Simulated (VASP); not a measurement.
H4C3O4, 22 atoms in the cell. The typed cell holds 22 atoms: a = 5.154 Å, b = 5.324 Å, c = 8.169 Å, α = 108.04°, β = 101.31°, γ = 95.29°. 

```yaml
Program: VASP 6.6.1
Task: single point
Functional: PBE
Potentials_or_basis: VASP PAW PBE potentials, release 64 (H, C, O)
Cutoff: 520 eV
k_mesh: 2 × 2 × 1
Occupations: fermi-dirac, width 0.05 eV
Spin: no spin polarisation
Dipole_correction: no
Further_INCAR_settings: LREAL = Auto; ALGO = Normal; EDIFF = 1e-06; NBANDS = 57
```

Potentials or basis: VASP PAW PBE potentials, release 64 (H, C, O).

Run with:

```console
$ cat potpaw_PBE.64/H/POTCAR potpaw_PBE.64/C/POTCAR potpaw_PBE.64/O/POTCAR > POTCAR
$ mpirun -np 1 vasp_std > vasp.out
```

Hardware: 1 thread of Intel(R) Xeon(R) Platinum 8259CL CPU @ 2.50GHz (Skylake/Cascade Lake) (shared host).

Question: How long does it take, and how much memory?

Answer: Wall time 97 s on 1 thread of Intel(R) Xeon(R) Platinum 8259CL CPU @ 2.50GHz (Skylake/Cascade Lake), on a shared host, peak memory 0.3 GiB. Counts: scf iterations 15, k points 4.
